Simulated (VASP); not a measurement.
# Pd (Fm-3m) in VASP: further runs

Pd is run at these levels: PBE; tasks: single point.

All numbers are computed with VASP 6.6.1; they aren't measurements. Logs are shortened: lines on timing, memory, paths and dates and some standing lists are left out, and cuts for length are marked.

## (1) The cell of the first run

Symmetry: Fm-3m, No. 225, cubic system. Conventional cell: a = 3.893 Å, b = 3.893 Å, c = 3.893 Å, α = 90.00°, β = 90.00°, γ = 90.00°. Pd (site symmetry m-3m) has 12 Pd at 2.75 Å within 3.6 Å.

## (2) Single point, PBE

INCAR reads:

```
SYSTEM = Pd
PREC = Accurate
ENCUT = 500
EDIFF = 1E-6
ISMEAR = -1
SIGMA = 0.25
LREAL = .False.
LASPH = .True.
NELM = 120
ALGO = Normal
ISIF = 2
LWAVE = .False.
LCHARG = .False.
GGA = PE
NBANDS = 11
GGA_COMPAT = .False.
```

KPOINTS reads:

```
Automatic mesh
0
Gamma
  11 11 11
  0 0 0
```

POSCAR reads:

```
Pd
1.0
    0.0000000000      1.9465000000      1.9465000000
    1.9465000000      0.0000000000      1.9465000000
    1.9465000000      1.9465000000      0.0000000000
Pd
1
Direct
    0.0000000000      0.0000000000      0.0000000000
```

Potentials or basis: VASP PAW PBE potentials, release 64 (Pd).

Started as:

```sh
cat potpaw_PBE.64/Pd/POTCAR > POTCAR
mpirun -np 1 vasp_std > vasp.out
```

OUTCAR:

```text
SYSTEM = Pd
   PREC = Accurate
   ENCUT = 500
   EDIFF = 1E-6
   ISMEAR = -1
   LREAL = .False.
   LASPH = .True.
   NELM = 120
   ISIF = 2
   GGA = PE

 ion  position               nearest neighbor table
   1  0.000  0.000  0.000-

  LATTYP: Found a face centered cubic cell.
 ALAT       =     3.8930000000

  Lattice vectors:

 A1 = (   0.0000000000,   1.9465000000,   1.9465000000)
 A2 = (   1.9465000000,   0.0000000000,   1.9465000000)
 A3 = (   1.9465000000,   1.9465000000,   0.0000000000)

Analysis of symmetry for initial positions (statically):
=====================================================================
 Subroutine PRICEL returns:
 Original cell was already a primitive cell.

 Routine SETGRP: Setting up the symmetry group for a
 face centered cubic supercell.

 Subroutine GETGRP returns: Found 48 space group operations
 (whereof 48 operations were pure point group operations)
 out of a pool of 48 trial point group operations.

The static configuration has the point symmetry O_h .

Analysis of symmetry for dynamics (positions and initial velocities):
=====================================================================
 Subroutine PRICEL returns:
 Original cell was already a primitive cell.

 Routine SETGRP: Setting up the symmetry group for a
 face centered cubic supercell.

 Subroutine GETGRP returns: Found 48 space group operations
 (whereof 48 operations were pure point group operations)
 out of a pool of 48 trial point group operations.

The dynamic configuration has the point symmetry O_h .

 Subroutine INISYM returns: Found 48 space group operations
 (whereof 48 operations are pure point group operations),
 and found     1 'primitive' translations

----------------------------------------------------------------------------------------

                                     Primitive cell

  volume of cell :      14.7500

  direct lattice vectors                    reciprocal lattice vectors
     0.000000000  1.946500000  1.946500000    -0.256871307  0.256871307  0.256871307
     1.946500000  0.000000000  1.946500000     0.256871307 -0.256871307  0.256871307
     1.946500000  1.946500000  0.000000000     0.256871307  0.256871307 -0.256871307

  length of vectors
     2.752766699  2.752766699  2.752766699     0.444914156  0.444914156  0.444914156

  position of ions in fractional coordinates (direct lattice)
     0.000000000  0.000000000  0.000000000

  ion indices of the primitive-cell ions
   primitive index   ion index
                 1           1

[... 74 lines left out ...]
   NSW    =      0    number of steps for IOM
   IBRION =     -1    ionic relax: 0-MD 1-quasi-New 2-CG
   NFREE  =      0    steps in history (QN), initial steepest desc. (CG)
   ISIF   =      2    stress and relaxation
   ISYM   =      2    0-nonsym 1-usesym 2-fastsym
   POTIM  = 0.5000    time-step for ionic-motion
   TEBEG  =    0.0;   TEEND  =   0.0 temperature during run
   PSTRESS=    0.0 pullay stress
   NELECT =      10.0000    total number of electrons
   NUPDOWN=      -1.0000    fix difference up-down
   EMIN   =  10.00;   EMAX   =-10.00  energy-range for DOS
   EFERMI =   0.00;   METHOD = LEGACY
   ISMEAR =    -1;   SIGMA  =   0.25  broadening in eV -4-tet -1-fermi 0-gaus
   EFERMI_NEDOS =   21; number of points for ismear=-14 and -15
   IALGO  =     38    algorithm
   IMIX   =      4    mixing-type and parameters
     AMIX     =   0.40;   BMIX     =  1.00
     AMIX_MAG =   1.60;   BMIX_MAG =  1.00
  volume/ion in A,a.u.               =      14.75        99.54
  Fermi-wavevector in a.u.,A,eV,Ry     =   1.438171  2.717748 28.141404  2.068335
  Thomas-Fermi vector in A             =   2.557167
   LORBIT       =      0    0 simple, 1 ext, 2 COOP (PROOUT), +10 PAW based schemes
   GGA     = PE    functional components
   LHFCALC =     F    Hartree Fock is set to
   AEXX    =    0.0000 exact exchange contribution
   IVDW    =     0    specifies the selected vdW correction
   LEPSILON=     F    determine dielectric tensor
   LRPA    =     F    only Hartree local field effects (RPA)
 non-spin polarized calculation
  energy-cutoff  :      500.00
  volume of cell :       14.75
 maximum number of plane-waves:       383
   NGX =  9   NGY =  9   NGZ =  9

 number of electron      10.0000000 magnetization

 number of electron       9.9999999 magnetization

 Free energy of the ion-electron system (eV)
  ---------------------------------------------------
  ext. energy  EPLUGINS =         0.00000000
  ---------------------------------------------------
  free energy    TOTEN  =        -5.36852715 eV

  energy without entropy =       -5.09323839  energy(sigma->0) =       -5.23088277

 E-fermi :   9.9106     XC(G=0): -13.1875

 val. band max:        9.8735615980   @ k =   0.3636   0.1818   0.0909
 cond. band min:       9.9382306219   @ k =  -0.1818   0.1818   0.0000
 fundamental gap:      0.0646690239
 Fermi energy:         9.9106106704

 k-point     1 :       0.0000    0.0000    0.0000
  band No.  band energies     occupation
      1       2.6436      2.00000
      2       6.9424      1.99999
      3       6.9424      1.99999
      4       6.9424      1.99999
      5       8.5448      1.99156
      6       8.5448      1.99156
      7      26.9811      0.00000
      8      31.7504      0.00000
      9      31.7504      0.00000
     10      31.7504      0.00000
     11      35.9845      0.00000
[... 309 lines left out ...]
 k-point    24 :      -0.1818    0.1818    0.0000
  band No.  band energies     occupation
      1       5.1149      2.00000
      2       6.2597      2.00000
      3       7.1391      1.99997
      4       7.8510      1.99947
      5       7.8913      1.99938
      6       9.9382      0.94482
      7      24.8615      0.00000
      8      25.8031      0.00000
      9      30.9789      0.00000
     10      32.3550      0.00000
     11      34.8741      0.00000

 [... further k-points ...]
[... 5 lines left out ...]
  --------------------------------------------------------------------------------------
  -------------------------------------------------------------------------------------
  Total        0.7827427      0.7827427      0.7827427     -0.0000000     -0.0000000      0.0000000
  in kB       85.0229888     85.0229888     85.0229888     -0.0000000     -0.0000000      0.0000000
  external PRESSURE =      85.0229888 kB  Pullay stress =       0.0000000 kB

 VOLUME and BASIS-vectors are now :
 -----------------------------------------------------------------------------
  energy-cutoff  :      500.00
  volume of cell :       14.75
      direct lattice vectors                 reciprocal lattice vectors
     0.000000000  1.946500000  1.946500000    -0.256871307  0.256871307  0.256871307
     1.946500000  0.000000000  1.946500000     0.256871307 -0.256871307  0.256871307
     1.946500000  1.946500000  0.000000000     0.256871307  0.256871307 -0.256871307

 POSITION                                       TOTAL-FORCE (eV/Angst)
 -----------------------------------------------------------------------------------
      0.00000      0.00000      0.00000        -0.000000      0.000000     -0.000000
 -----------------------------------------------------------------------------------
    total drift:                               -0.000000     -0.000000     -0.000000

  FREE ENERGIE OF THE ION-ELECTRON SYSTEM (eV)
  ---------------------------------------------------
  free  energy   TOTEN  =        -5.3685271532 eV

  energy  without entropy=       -5.0932383880  energy(sigma->0) =       -5.23088277
```

stdout:

```text
POSCAR found type information on POSCAR Pd
 POSCAR found :  1 types and       1 ions
 scaLAPACK will be used
 LDA part: xc-table for (Slater+PW92), standard interpolation
 POSCAR, INCAR and KPOINTS ok, starting setup
 FFT: planning ... GRIDC
 FFT: planning ... GRID_SOFT
 FFT: planning ... GRID
 WAVECAR not read
 entering main loop
```

It used 9.1 s of CPU time on 1 thread of AMD EPYC 7R13 Processor (Zen 3), on a shared host.

Results:

| Item | Value |
| --- | --- |
| Free energy | -5.3685 eV |
| Pressure | 8.5 GPa |
| Band gap on the k mesh | zero (band 5 reaches 10.01 eV, above the bottom of band 6 at 8.50 eV) |

## (3) Single point, PBE

INCAR reads:

```
SYSTEM = Pd
  PREC = Accurate
  ENCUT = 500
  EDIFF = 1E-6
  ISMEAR = -1
  SIGMA = 0.15
  LREAL = .FALSE.
  LASPH = .TRUE.
  NELM = 120
  ALGO = Normal
  ISIF = 2
  LWAVE = .FALSE.
  LCHARG = .FALSE.
  GGA = PE
  NBANDS = 11
  GGA_COMPAT = .FALSE.
```

KPOINTS reads:

```
regular mesh
0
G
  11 11 11
  0 0 0
```

POSCAR is that of step 2.

Potentials or basis: VASP PAW PBE potentials, release 64 (Pd).

Started as:

```sh
cat potpaw_PBE.64/Pd/POTCAR > POTCAR
mpirun -np 1 vasp_std > vasp.out
```

It used 8.4 s of CPU time on 1 thread of AMD EPYC 7R13 Processor (Zen 3) (shared host).

It converged, with:

```
Free energy            : -5.2695 eV
Pressure               : 7.8 GPa
Band gap on the k mesh : zero (band 5 reaches 10.01 eV, above the bottom of band 6 at 8.50 eV)
```

Levels at points of the mesh, in eV from the Fermi level:
| k point | band 3 | band 4 | band 5 | band 6 | band 7 | band 8 |
| --- | --- | --- | --- | --- | --- | --- |
| (0.00, 0.00, 0.00) | -2.90 | -2.90 | -1.29 | -1.29 | 17.14 | 21.91 |

## (4) Single point, PBE

INCAR reads:

```
SYSTEM = Pd
PREC = Accurate ; ENCUT = 500
EDIFF = 1E-6 ; ISMEAR = -1
SIGMA = 0.1 ; LREAL = .FALSE.
LASPH = .TRUE. ; NELM = 120
ALGO = Normal ; ISIF = 2
LWAVE = .FALSE. ; LCHARG = .FALSE.
GGA = PE ; NBANDS = 11
GGA_COMPAT = .FALSE.
```

KPOINTS is that of step 3.

POSCAR is that of step 3.

Potentials or basis: VASP PAW PBE potentials, release 64 (Pd).

Started as:

```sh
cat potpaw_PBE.64/Pd/POTCAR > POTCAR
mpirun -np 1 vasp_std > vasp.out
```

OUTCAR:

```text
SYSTEM = Pd
   PREC = Accurate
   ENCUT = 500
   EDIFF = 1E-6
   ISMEAR = -1
   LREAL = .FALSE.
   LASPH = .TRUE.
   NELM = 120
   ISIF = 2
   GGA = PE

 ion  position               nearest neighbor table
   1  0.000  0.000  0.000-

  LATTYP: Found a face centered cubic cell.
 ALAT       =     3.8930000000

  Lattice vectors:

 A1 = (   0.0000000000,   1.9465000000,   1.9465000000)
 A2 = (   1.9465000000,   0.0000000000,   1.9465000000)
 A3 = (   1.9465000000,   1.9465000000,   0.0000000000)

Analysis of symmetry for initial positions (statically):
=====================================================================
 Subroutine PRICEL returns:
 Original cell was already a primitive cell.

 Routine SETGRP: Setting up the symmetry group for a
 face centered cubic supercell.

 Subroutine GETGRP returns: Found 48 space group operations
 (whereof 48 operations were pure point group operations)
 out of a pool of 48 trial point group operations.

The static configuration has the point symmetry O_h .

Analysis of symmetry for dynamics (positions and initial velocities):
=====================================================================
 Subroutine PRICEL returns:
 Original cell was already a primitive cell.
[... 159 lines left out ...]
 fundamental gap:      0.0448370809
 Fermi energy:         9.8234466962

 k-point     1 :       0.0000    0.0000    0.0000
  band No.  band energies     occupation
      1       2.6437      2.00000
      2       6.9500      2.00000
      3       6.9500      2.00000
      4       6.9500      2.00000
      5       8.5581      1.99999
      6       8.5581      1.99999
      7      26.9777      0.00000
      8      31.7523      0.00000
      9      31.7523      0.00000
     10      31.7523      0.00000
     11      36.0207      0.00000
[... 309 lines left out ...]
 k-point    24 :      -0.1818    0.1818    0.0000
  band No.  band energies     occupation
      1       5.1164      2.00000
      2       6.2661      2.00000
      3       7.1486      2.00000
      4       7.8592      2.00000
      5       7.9038      2.00000
      6       9.9487      0.44447
      7      24.8649      0.00000
      8      25.8055      0.00000
      9      30.9793      0.00000
     10      32.3546      0.00000
     11      34.8776      0.00000

 [... further k-points ...]
[... 5 lines left out ...]
  --------------------------------------------------------------------------------------
  -------------------------------------------------------------------------------------
  Total        0.6932547      0.6932547      0.6932547     -0.0000000     -0.0000000      0.0000000
  in kB       75.3026419     75.3026419     75.3026419     -0.0000000     -0.0000000      0.0000000
  external PRESSURE =      75.3026419 kB  Pullay stress =       0.0000000 kB

 VOLUME and BASIS-vectors are now :
 -----------------------------------------------------------------------------
  energy-cutoff  :      500.00
  volume of cell :       14.75
      direct lattice vectors                 reciprocal lattice vectors
     0.000000000  1.946500000  1.946500000    -0.256871307  0.256871307  0.256871307
     1.946500000  0.000000000  1.946500000     0.256871307 -0.256871307  0.256871307
     1.946500000  1.946500000  0.000000000     0.256871307  0.256871307 -0.256871307

 POSITION                                       TOTAL-FORCE (eV/Angst)
 -----------------------------------------------------------------------------------
      0.00000      0.00000      0.00000         0.000000     -0.000000      0.000000
 -----------------------------------------------------------------------------------
    total drift:                               -0.000000     -0.000000     -0.000000

  FREE ENERGIE OF THE ION-ELECTRON SYSTEM (eV)
  ---------------------------------------------------
  free  energy   TOTEN  =        -5.2300832361 eV

  energy  without entropy=       -5.1603170616  energy(sigma->0) =       -5.19520015
```

It used 18 s of CPU time on 1 thread of AMD EPYC 7R13 Processor (Zen 3) (shared host).

Results:

```yaml
Free_energy: -5.2301 eV
Pressure: 7.5 GPa
Band_gap_on_the_k_mesh: zero (band 5 reaches 10.02 eV, above the bottom of band 6 at 8.51 eV)
```

Levels at points of the mesh, in eV from the Fermi level:
```
           k point  band 2  band 3  band 4  band 5  band 6  band 7  band 8  band 9
(0.00, 0.00, 0.00)   -2.87   -2.87   -2.87   -1.27   -1.27   17.15   21.93   21.93
```

## (5) Summary

```tsv
smearing	gap on the mesh (eV)	pressure (GPa)
fermi-dirac 0.25 eV	none	8.5
fermi-dirac 0.15 eV	none	7.8
fermi-dirac 0.1 eV	none	7.5
```

Alike in all rows: task single point; level PBE; potentials or basis VASP PAW PBE potentials, release 64 (Pd); no spin polarisation; cell as given; k mesh 11 × 11 × 11; cutoff (eV) 500.

Every run on the cell as given and a fine mesh finds a metal.

Absolute energies hang on the potentials; compare differences alone.
